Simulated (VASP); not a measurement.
TiC3, 4 atoms in the cell. Symmetry: Pm-3m, No. 221, cubic system. Conventional cell: a = 3.200 Å, b = 3.200 Å, c = 3.200 Å, α = 90.00°, β = 90.00°, γ = 90.00°. Ti (site symmetry m-3m) has 12 C at 2.26 Å within 3.0 Å. Within 3.0 Å of C (site symmetry 4/mmm) lie 4 Ti at 2.26 Å and 8 C at 2.26 Å. 

* Program: VASP 6.6.1
* Task: single point
* Functional: r2SCAN
* Potentials or basis: VASP PAW PBE potentials, release 64 (Ti_sv, C)
* Cutoff: 520 eV
* k mesh: 6 × 6 × 6
* Occupations: gaussian, width 0.1 eV
* Spin: no spin polarisation
* Dipole correction: no
* Further INCAR settings: ALGO = Normal; EDIFF = 1e-06; NBANDS = 20

Potentials or basis: VASP PAW PBE potentials, release 64 (Ti_sv, C).

Command:

```sh
$ cat potpaw_PBE.64/Ti_sv/POTCAR potpaw_PBE.64/C/POTCAR > POTCAR
$ cp INCAR.step1 INCAR
$ mpirun -np 1 vasp_std > vasp.out
$ cp INCAR.step2 INCAR
$ mpirun -np 1 vasp_std > vasp.out
```

Hardware: 1 thread of Intel Xeon 8259CL, on a shared host.

Estimate the wall time of this run.

Run time: 40 s on 1 thread of Intel Xeon 8259CL, with other jobs on the host, peak memory 0.14 GiB. Counts: k points 20.
